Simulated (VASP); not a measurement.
# SnSe2 (P-3m1) in VASP: settings compared

SnSe2 is run at these levels: PBE+D3(BJ), HSE06; tasks: relaxation of shape and atoms at fixed volume, single point.

All numbers are computed with VASP 6.6.1; they aren't measurements. Logs are shortened: lines on timing, memory, paths and dates and some standing lists are left out, and cuts for length are marked.

**1. The cell of the first run**

It takes space group P-3m1 (No. 164, trigonal). The conventional cell has a = 3.784 Å, b = 3.784 Å, c = 5.817 Å, α = 90.00°, β = 90.00°, γ = 120.00°. Within 3.6 Å of Sn (site symmetry -3m) lie 6 Se at 2.69 Å. Within 3.6 Å of Se (site symmetry 3m) lie 3 Sn at 2.69 Å and 3 Se at 3.44 Å.

**2. Relaxation of shape and atoms at fixed volume, PBE+D3(BJ) (24.04 Å³/atom)**

File INCAR:

```
SYSTEM = SnSe2
  ALGO = Normal
  EDIFF = 1E-6
  EDIFFG = -0.01
  ENCUT = 600
  GGA = PE
  IBRION = 2
  ISIF = 4
  ISMEAR = 0
  IVDW = 12
  LASPH = .TRUE.
  LCHARG = .FALSE.
  LREAL = .FALSE.
  LWAVE = .FALSE.
  NELM = 60
  NSW = 50
  PREC = Accurate
  SIGMA = 0.02
```

File KPOINTS:

```
k-points
0
G
  12 12 6
  0 0 0
```

File POSCAR:

```
SnSe2
1.0
    3.7838423187      0.0000000000      0.0000000000
   -1.8919211594      3.2769035719      0.0000000000
    0.0000000000      0.0000000000      5.8170356196
Sn Se
1 2
Direct
    0.0000000000      0.0000000000      0.0000000000
    0.3333333333      0.6666666667      0.2710721849
    0.6666666667      0.3333333333      0.7289278151
```

Potentials or basis: VASP PAW PBE potentials, release 64 (Sn_d, Se).

Launch:

```bash
cat potpaw_PBE.64/Sn_d/POTCAR potpaw_PBE.64/Se/POTCAR > POTCAR
mpirun -np 1 vasp_std > vasp.out
```

OUTCAR:

```text
SYSTEM = SnSe2
   EDIFF = 1E-6
   EDIFFG = -0.01
   ENCUT = 600
   GGA = PE
   IBRION = 2
   ISIF = 4
   ISMEAR = 0
   IVDW = 12
   LASPH = .TRUE.
   LREAL = .FALSE.
   NELM = 60
   NSW = 50
   PREC = Accurate
 IVDW          = 12

 ion  position               nearest neighbor table
   1  0.000  0.000  0.000-   2 2.69   3 2.69   3 2.69   2 2.69   3 2.69   2 2.69
   2  0.333  0.667  0.271-   1 2.69   1 2.69   1 2.69
   3  0.667  0.333  0.729-   1 2.69   1 2.69   1 2.69

  LATTYP: Found a hexagonal cell.
 ALAT       =     3.7838423187
 C/A-ratio  =     1.5373356313

  Lattice vectors:

 A1 = (   3.7838423187,   0.0000000000,   0.0000000000)
 A2 = (  -1.8919211594,   3.2769035719,   0.0000000000)
 A3 = (   0.0000000000,   0.0000000000,   5.8170356196)

Analysis of symmetry for initial positions (statically):
=====================================================================
 Subroutine PRICEL returns:
 Original cell was already a primitive cell.

 Routine SETGRP: Setting up the symmetry group for a
 hexagonal supercell.

 Subroutine GETGRP returns: Found 12 space group operations
 (whereof 12 operations were pure point group operations)
 out of a pool of 24 trial point group operations.

The static configuration has the point symmetry D_3d.

Analysis of symmetry for dynamics (positions and initial velocities):
=====================================================================
 Subroutine PRICEL returns:
 Original cell was already a primitive cell.

 Routine SETGRP: Setting up the symmetry group for a
 hexagonal supercell.

 Subroutine GETGRP returns: Found 12 space group operations
 (whereof 12 operations were pure point group operations)
 out of a pool of 24 trial point group operations.

The dynamic configuration has the point symmetry D_3d.

 Subroutine INISYM returns: Found 12 space group operations
 (whereof 12 operations are pure point group operations),
 and found     1 'primitive' translations

----------------------------------------------------------------------------------------

                                     Primitive cell

  volume of cell :      72.1271

  direct lattice vectors                    reciprocal lattice vectors
     3.783842319  0.000000000  0.000000000     0.264281626  0.152583068  0.000000000
    -1.891921159  3.276903572  0.000000000     0.000000000  0.305166136  0.000000000
     0.000000000  0.000000000  5.817035620     0.000000000  0.000000000  0.171908867

  length of vectors
     3.783842319  3.783842319  5.817035620     0.305166136  0.305166136  0.171908867

  position of ions in fractional coordinates (direct lattice)
     0.000000000  0.000000000  0.000000000
     0.333333333  0.666666667  0.271072185
     0.666666667  0.333333333  0.728927815

  ion indices of the primitive-cell ions
   primitive index   ion index
                 1           1
                 2           2
                 3           3

----------------------------------------------------------------------------------------

 KPOINTS: k-points

Automatic generation of k-mesh.
 Grid dimensions read from file:
 generate k-points for:   12   12    6

 Generating k-lattice:

  Cartesian coordinates                     Fractional coordinates (reciprocal lattice)
     0.022023469  0.012715256  0.000000000     0.083333333  0.000000000  0.000000000
     0.000000000  0.025430511  0.000000000     0.000000000  0.083333333  0.000000000
     0.000000000  0.000000000  0.028651478     0.000000000  0.000000000  0.166666667

  Length of vectors
     0.025430511  0.025430511  0.028651478

  Shift w.r.t. Gamma in fractional coordinates (k-lattice)
     0.000000000  0.000000000  0.000000000

 Subroutine IBZKPT returns following result:
 ===========================================

 Found    100 irreducible k-points:

 Following reciprocal coordinates:
            Coordinates               Weight
  0.000000  0.000000  0.000000      1.000000
  0.083333  0.000000  0.000000      6.000000
  0.166667  0.000000  0.000000      6.000000
  0.250000  0.000000  0.000000      6.000000
  0.333333  0.000000  0.000000      6.000000
  0.416667  0.000000  0.000000      6.000000
[... 16 lines left out ...]
  0.166667  0.000000  0.166667      6.000000
  0.000000  0.166667  0.166667      6.000000
 [... further k-points ...]
   k-points           NKPTS =    100   k-points in BZ     NKDIM =    100   number of bands    NBANDS=     17
   number of dos      NEDOS =    301   number of ions     NIONS =      3
   total plane-waves  NPLWV =  43200
   dimension x,y,z NGX =    30 NGY =   30 NGZ =   48
   dimension x,y,z NGXF=    60 NGYF=   60 NGZF=   96
   ions per type =               1   2
   NGX,Y,Z   is equivalent  to a cutoff of  13.18, 13.18, 13.72 a.u.
   NGXF,Y,Z  is equivalent  to a cutoff of  26.36, 26.36, 27.44 a.u.
 SYSTEM =  SnSe2
   PREC   = accura    normal or accurate (medium, high low for compatibility)
   ISTART =      0    job   : 0-new  1-cont  2-samecut
   ICHARG =      2    charge: 1-file 2-atom 10-const
   ISPIN  =      1    spin polarized calculation?
   LNONCOLLINEAR =      F non collinear calculations
   LSORBIT =      F    spin-orbit coupling
   LASPH  =      T    aspherical Exc in radial PAW
   ENCUT  =  600.0 eV  44.10 Ry    6.64 a.u.   7.56  7.56 11.62*2*pi/ulx,y,z
   NELM   =     60;   NELMIN=  2; NELMDL= -5     # of ELM steps
   EDIFF  = 0.1E-05   stopping-criterion for ELM
   LREAL  =      F    real-space projection
   EDIFFG = -.1E-01   stopping-criterion for IOM
   NSW    =     50    number of steps for IOM
   IBRION =      2    ionic relax: 0-MD 1-quasi-New 2-CG
   NFREE  =      1    steps in history (QN), initial steepest desc. (CG)
   ISIF   =      4    stress and relaxation
   ISYM   =      2    0-nonsym 1-usesym 2-fastsym
   POTIM  = 0.5000    time-step for ionic-motion
   TEBEG  =    0.0;   TEEND  =   0.0 temperature during run
   PSTRESS=    0.0 pullay stress
   NELECT =      26.0000    total number of electrons
   NUPDOWN=      -1.0000    fix difference up-down
   EMIN   =  10.00;   EMAX   =-10.00  energy-range for DOS
   EFERMI =   0.00;   METHOD = LEGACY
   ISMEAR =     0;   SIGMA  =   0.02  broadening in eV -4-tet -1-fermi 0-gaus
   EFERMI_NEDOS =   21; number of points for ismear=-14 and -15
   IALGO  =     38    algorithm
   IMIX   =      4    mixing-type and parameters
     AMIX     =   0.40;   BMIX     =  1.00
     AMIX_MAG =   1.60;   BMIX_MAG =  1.00
  volume/ion in A,a.u.               =      24.04       162.25
  Fermi-wavevector in a.u.,A,eV,Ry     =   1.165109  2.201736 18.469616  1.357478
  Thomas-Fermi vector in A             =   2.301639
   LORBIT       =      0    0 simple, 1 ext, 2 COOP (PROOUT), +10 PAW based schemes
   GGA     = PE    functional components
   LHFCALC =     F    Hartree Fock is set to
   AEXX    =    0.0000 exact exchange contribution
   IVDW    =    12    specifies the selected vdW correction
   LEPSILON=     F    determine dielectric tensor
   LRPA    =     F    only Hartree local field effects (RPA)
 conjugate gradient relaxation of ions
 non-spin polarized calculation
 Gauss-broadening in eV      SIGMA  =   0.02
  energy-cutoff  :      600.00
  volume of cell :       72.13
 maximum number of plane-waves:      2436
   NGX = 15   NGY = 15   NGZ = 23

--------------------------------------- Ionic step        1  -------------------------------------------

 number of electron      25.9999998 magnetization

 Free energy of the ion-electron system (eV)
  ---------------------------------------------------
  ext. energy  EPLUGINS =         0.00000000
  ---------------------------------------------------
  free energy    TOTEN  =       -11.69312631 eV

  energy without entropy =      -11.69312631  energy(sigma->0) =      -11.69312631

------------------------ aborting loop because EDIFF is reached ----------------------------------------

 Edisp (eV)   -1.16486

 E8    (eV) :    -0.5098

  FORCE on cell =-STRESS in cart. coord.  units (eV):
  Direction    XX          YY          ZZ          XY          YZ          ZX
  --------------------------------------------------------------------------------------
  -------------------------------------------------------------------------------------
  Total       1.60545     1.60545     1.62605    -0.00000     0.00000    -0.00000
  in kB      35.66226    35.66226    36.11978    -0.00000     0.00000    -0.00000
  external pressure =       35.81 kB  Pullay stress =        0.00 kB
[... 145 lines left out ...]
  energy  without entropy=      -12.8658322493  energy(sigma->0) =      -12.86583229

--------------------------------------- Ionic step        5  -------------------------------------------

 number of electron      25.9999998 magnetization

 Free energy of the ion-electron system (eV)
  ---------------------------------------------------
  ext. energy  EPLUGINS =         0.00000000
  ---------------------------------------------------
  free energy    TOTEN  =       -11.70084133 eV

  energy without entropy =      -11.70082877  energy(sigma->0) =      -11.70083505

 E-fermi :   5.4071     XC(G=0):  -9.8957

 val. band max:        5.3753697391   @ k =   0.0833   0.0833   0.0000
 cond. band min:       5.4389151914   @ k =   0.0000   0.4167   0.3333
 fundamental gap:      0.0635454522
 Fermi energy:         5.4071424859

 k-point     1 :       0.0000    0.0000    0.0000
  band No.  band energies     occupation
      1     -16.3010      2.00000
      2     -16.3010      2.00000
      3     -16.2643      2.00000
      4     -16.2513      2.00000
      5     -16.2513      2.00000
      6      -9.1052      2.00000
[... 9 lines left out ...]
     16       9.7158      0.00000
     17       9.7158      0.00000
[... 443 lines left out ...]
      1     -16.3126      2.00000
      2     -16.2916      2.00000
      3     -16.2599      2.00000
      4     -16.2545      2.00000
      5     -16.2499      2.00000
      6      -8.7547      2.00000
[... 9 lines left out ...]
     16       9.9399      0.00000
     17      10.2736      0.00000

 [... further k-points ...]

------------------------ aborting loop because EDIFF is reached ----------------------------------------

 Edisp (eV)   -1.16596

 E8    (eV) :    -0.5105

  FORCE on cell =-STRESS in cart. coord.  units (eV):
  Direction    XX          YY          ZZ          XY          YZ          ZX
  --------------------------------------------------------------------------------------
  -------------------------------------------------------------------------------------
  Total       1.10327     1.10327     1.11258    -0.00000    -0.00000     0.00000
  in kB      24.50722    24.50722    24.71410    -0.00000    -0.00000     0.00000
  external pressure =       24.58 kB  Pullay stress =        0.00 kB
[... 18 lines left out ...]
  FREE ENERGIE OF THE ION-ELECTRON SYSTEM (eV)
  ---------------------------------------------------
  free  energy   TOTEN  =       -12.8667988612 eV

  energy  without entropy=      -12.8667862989  energy(sigma->0) =      -12.86679258

 reached required accuracy - stopping structural energy minimisation
```

Run time: 9.3 min. Hardware: 1 thread of Intel Xeon 8259CL, shared host; peak memory 0.33 GiB.

Results:

```yaml
Free_energy: -12.8668 eV
Energy_gained_by_relaxing: 2.9 meV/atom
Ionic_steps: 5
Pressure_after_relaxing: 2.5 GPa
Largest_force_after_relaxing: 0.009 eV/Å
Band_gap_on_the_k_mesh: 0.06 eV (least direct gap 0.70 eV)
Dispersion_energy_per_atom: -0.389 eV
```

Forces in eV/Å, atoms in the order of the input:
```
Sn   0.000  0.000  0.000
Se   0.000  0.000  0.009
Se   0.000  0.000 -0.009
```

The path:
```tsv
step	energy change (eV)	largest force (eV/Å)	pressure (GPa)	volume (Å³)
1	0.0000	0.2628	3.58	72.13
2	-0.0049	0.1260	3.12	72.13
3	-0.0063	0.0063	2.72	72.13
4	-0.0078	0.0074	2.62	72.13
5	-0.0088	0.0095	2.46	72.13
```

Final structure:
```cif
data_structure
_symmetry_space_group_name_H-M 'P 1'
_symmetry_Int_Tables_number 1
_cell_length_a 3.8072
_cell_length_b 3.8072
_cell_length_c 5.7459
_cell_angle_alpha 90.000
_cell_angle_beta 90.000
_cell_angle_gamma 120.000
_cell_volume 72.13
loop_
_atom_site_label
_atom_site_type_symbol
_atom_site_fract_x
_atom_site_fract_y
_atom_site_fract_z
_atom_site_occupancy
Sn1 Sn 0.00000 0.00000 0.00000 1
Se1 Se 0.33333 0.66667 0.27691 1
Se2 Se 0.66667 0.33333 0.72309 1
```

Levels at points of the mesh, in eV from the valence-band top:
```tsv
k point	band 9	band 10	band 11	band 12	band 13	band 14	band 15	band 16	band 17
(0.00, 0.00, 0.00)	-0.98	-0.98	-0.95	-0.95	-0.18	0.52	2.73	4.34	4.34
(0.50, 0.00, 0.00)	-4.64	-3.83	-3.11	-2.30	-0.55	1.10	3.23	4.46	4.48
(0.00, 0.00, 0.50)	-2.97	-1.25	-1.25	-0.52	-0.52	2.46	2.55	3.76	3.76
(0.50, 0.00, 0.50)	-5.62	-2.65	-2.25	-1.52	-1.50	0.55	3.58	4.32	5.57
```

Caveat: semilocal functionals underestimate gaps, and a narrow one can read as zero; spin-orbit coupling is left out, which moves the levels of the heavy elements.

**3. Relaxation of shape and atoms at fixed volume, PBE+D3(BJ) (24.81 Å³/atom)**

This run uses another cell than the first one, of 24.81 Å³/atom.

File INCAR:

```
PREC = Accurate
ENCUT = 600
EDIFF = 1E-7
ISMEAR = 0
SIGMA = 0.02
LREAL = F
LASPH = T
NELM = 60
ALGO = Normal
ISIF = 4
LWAVE = F
LCHARG = F
GGA = PE
IVDW = 12
IBRION = 2
NSW = 50
EDIFFG = -0.01
```

File KPOINTS:

```
Automatic mesh
0
Gamma
  12 12 6
```

File POSCAR:

```
SnSe2
1.0
    3.7993065196      0.0000000000      0.0000000000
   -1.8996532598      3.2902959628      0.0000000000
    0.0000000000      0.0000000000      5.9539200444
Sn Se
1 2
Direct
    0.0000000000      0.0000000000      0.0000000000
    0.3333333333      0.6666666667      0.2650914472
    0.6666666667      0.3333333333      0.7349085528
```

Potentials or basis: VASP PAW PBE potentials, release 64 (Sn_d, Se).

Launch:

```bash
cat potpaw_PBE.64/Sn_d/POTCAR potpaw_PBE.64/Se/POTCAR > POTCAR
mpirun -np 1 vasp_std > vasp.out
```

Wall time 9.9 min (1 thread of Intel Xeon 8259CL, shared host); peak memory 0.33 GiB.

The run converged. Its results:

| Property | Result |
| --- | --- |
| Free energy | -12.8912 eV |
| Energy gained by relaxing | 3.2 meV/atom |
| Ionic steps | 5 |
| Pressure after relaxing | 1.0 GPa |
| Largest force after relaxing | 0.003 eV/Å |
| Band gap on the k mesh | 0.19 eV (least direct gap 0.74 eV) |
| Dispersion energy per atom | -0.376 eV |

Forces on the atoms (eV/Å):
```
Sn   0.000  0.000  0.000
Se   0.000  0.000 -0.003
Se   0.000  0.000  0.003
```

The path:
| step | energy change (eV) | largest force (eV/Å) | pressure (GPa) | volume (Å³) |
| --- | --- | --- | --- | --- |
| 1 | 0.0000 | 0.2632 | 2.30 | 74.43 |
| 2 | -0.0050 | 0.1322 | 1.85 | 74.43 |
| 3 | -0.0067 | 0.0073 | 1.36 | 74.43 |
| 4 | -0.0087 | 0.0052 | 1.22 | 74.43 |
| 5 | -0.0097 | 0.0034 | 1.02 | 74.43 |

Final structure:
```
Sn Se
1.0
     3.82569    0.00000    0.00000
    -1.91284    3.31314    0.00000
     0.00000    0.00000    5.87209
Sn Se
1 2
Direct
  0.00000 0.00000 0.00000
  0.33333 0.66667 0.27147
  0.66667 0.33333 0.72853
```

Levels at points of the mesh, in eV from the valence-band top:
| k point | band 11 | band 12 | band 13 | band 14 | band 15 | band 16 |
| --- | --- | --- | --- | --- | --- | --- |
| (0.00, 0.00, 0.00) | -0.76 | -0.76 | -0.15 | 0.58 | 2.81 | 4.39 |
| (0.50, 0.00, 0.00) | -2.89 | -2.00 | -0.48 | 1.09 | 3.35 | 4.65 |
| (0.00, 0.00, 0.50) | -1.08 | -0.42 | -0.42 | 2.41 | 2.65 | 3.91 |
| (0.50, 0.00, 0.50) | -2.16 | -1.33 | -1.25 | 0.56 | 3.72 | 4.40 |

Caveat: semilocal functionals underestimate gaps, and a narrow one can read as zero; spin-orbit coupling is left out, which moves the levels of the heavy elements.

**4. Single point, HSE06**

This run uses another cell than the first one, of 25.58 Å³/atom.

File POSCAR:

```
SnSe2
1.0
    3.8380776574      0.0000000000      0.0000000000
   -1.9190388287      3.3238727530      0.0000000000
    0.0000000000      0.0000000000      6.0146785256
Sn Se
1 2
Direct
    0.0000000000      0.0000000000      0.0000000000
    0.3333333333      0.6666666667      0.2650914421
    0.6666666667      0.3333333333      0.7349085579
```

File INCAR.step1:

```
SYSTEM = SnSe2
  PREC = Accurate
  ENCUT = 520
  EDIFF = 1E-5
  ISMEAR = 0
  SIGMA = 0.01
  LREAL = .FALSE.
  LASPH = .TRUE.
  NELM = 80
  ALGO = Normal
  ISIF = 2
  LWAVE = .TRUE.
  LCHARG = .FALSE.
  NBANDS = 20
  GGA = PE
  KPAR = 2
```

File INCAR.step2:

```
SYSTEM = SnSe2
  PREC = Accurate
  ENCUT = 520
  EDIFF = 1E-7
  ISMEAR = 0
  SIGMA = 0.01
  LREAL = .FALSE.
  LASPH = .TRUE.
  NELM = 80
  ALGO = Normal
  ISIF = 2
  LWAVE = .FALSE.
  LCHARG = .FALSE.
  GGA = PE
  LHFCALC = .TRUE.
  HFSCREEN = 0.2079
  PRECFOCK = Normal
  NBANDS = 20
  ISTART = 1
  KPAR = 2
```

File KPOINTS:

```
Automatic mesh
0
G
  6 6 4
  0 0 0
```

Launch:

```bash
cat potpaw_PBE.64/Sn_d/POTCAR potpaw_PBE.64/Se/POTCAR > POTCAR
cp INCAR.step1 INCAR
mpirun -np 2 vasp_std > vasp.out
cp INCAR.step2 INCAR
mpirun -np 2 vasp_std > vasp.out
```

It took 49 min on 2 MPI ranks of Intel Xeon Platinum 8488C (Sapphire Rapids), shared host; peak memory 0.34 GiB.

Results (log left out):

```
Free energy            : -14.4902 eV
Pressure               : -0.6 GPa
Largest force          : 0.526 eV/Å
Band gap on the k mesh : 1.27 eV (least direct gap 1.57 eV)
```

Forces in eV/Å, atoms in the order of the input:
```
Sn   0.000  0.000  0.000
Se   0.000  0.000 -0.526
Se   0.000  0.000  0.526
```

Stress tensor (GPa, compression positive):
```
-0.56  0.00  0.00
 0.00 -0.56  0.00
 0.00  0.00 -0.81
```

Levels at points of the mesh, in eV from the valence-band top:
| k point | band 11 | band 12 | band 13 | band 14 | band 15 | band 16 |
| --- | --- | --- | --- | --- | --- | --- |
| (0.00, 0.00, 0.00) | -0.48 | -0.48 | -0.04 | 1.53 | 3.81 | 5.50 |
| (0.50, 0.00, 0.00) | -2.81 | -1.64 | -0.30 | 1.81 | 4.43 | 5.91 |
| (0.00, 0.00, 0.50) | -0.87 | -0.20 | -0.20 | 3.27 | 3.68 | 5.08 |
| (0.50, 0.00, 0.50) | -2.13 | -1.06 | -0.96 | 1.30 | 4.82 | 5.49 |

Caveat: the PAW data sets were made with another functional, which shifts forces and pressure a little; spin-orbit coupling is left out, which moves the levels of the heavy elements. A k mesh can miss the band edges.

**5. Summary**

| task | level | cell | k mesh | cutoff (eV) | smearing | grid for exact exchange (PRECFOCK) | share of exact exchange | screening parameter | gap on the mesh (eV) | pressure (GPa) | largest force (eV/Å) |
| --- | --- | --- | --- | --- | --- | --- | --- | --- | --- | --- | --- |
| relaxation of shape and atoms at fixed volume | PBE+D3(BJ) | relaxed from a = 3.784, b = 3.784, c = 5.817 Å, angles 90.0, 90.0, 120.0°, 3 atoms, atomic positions A | 12 × 12 × 6 | 600 | gaussian 0.02 eV | - | - | - | 0.06 | 2.5 | 0.01 |
| relaxation of shape and atoms at fixed volume | PBE+D3(BJ) | relaxed from a = 3.799, b = 3.799, c = 5.954 Å, angles 90.0, 90.0, 120.0°, 3 atoms, atomic positions B | 12 × 12 × 6 | 600 | gaussian 0.02 eV | - | - | - | 0.19 | 1.0 | - |
| single point | HSE06 | a = 3.838, b = 3.838, c = 6.015 Å, angles 90.0, 90.0, 120.0°, 3 atoms, atomic positions B | 6 × 6 × 4 | 520 | gaussian 0.01 eV | Normal | 0.25 | 0.2079 1/Å | 1.27 | -0.6 | 0.53 |

Alike in all rows: potentials or basis VASP PAW PBE potentials, release 64 (Sn_d, Se); no spin polarisation.

Caveats: spin-orbit coupling is left out, which moves the levels of the heavy elements; semilocal functionals underestimate gaps, and a narrow one can read as zero (at least some runs); the PAW data sets were made with another functional, which shifts forces and pressure a little (at least some runs).

Absolute energies hang on the potentials; compare differences alone.
